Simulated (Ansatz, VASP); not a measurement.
## Al2Pt in VASP and in Ansatz

```xyz
3
Lattice="0.0000 2.9728 2.9728 2.9728 0.0000 2.9728 2.9728 2.9728 0.0000" Properties=species:S:1:pos:R:3 pbc="T T T"
Al    1.4864    1.4864    1.4864
Al    4.4592    4.4592    4.4592
Pt    0.0000    0.0000    0.0000
```

Alike in both runs: functional PBE; k mesh 9 × 9 × 9; occupations fermi-dirac, width 0.1 eV; no spin polarisation.

Ansatz relaxed the structure, and its values are those at the end. VASP's run is a single point on that final structure, the one shown.

|  | VASP | Ansatz |
| --- | --- | --- |
| version | VASP 6.6.1 | Ansatz 0.2.0 |
| potentials or method | VASP PAW PBE potentials, release 64 (Al, Pt), cutoff 520 eV | PAW plane waves |
| valence electrons in the cell | 16 | 24 |

|  | VASP | Ansatz | Ansatz less VASP |
| --- | --- | --- | --- |
| gap on the k mesh at the Fermi level (eV) | none | none | - |
| pressure (GPa) | -0.1 | 0.0 | +0.12 |

A gap of «none» marks a metal or a gap that the smearing closes. VASP's potentials hold 16 valence electrons a cell and Ansatz's 24, so a difference there can come from the potentials and not from the codes.

Spin-orbit coupling is off throughout.
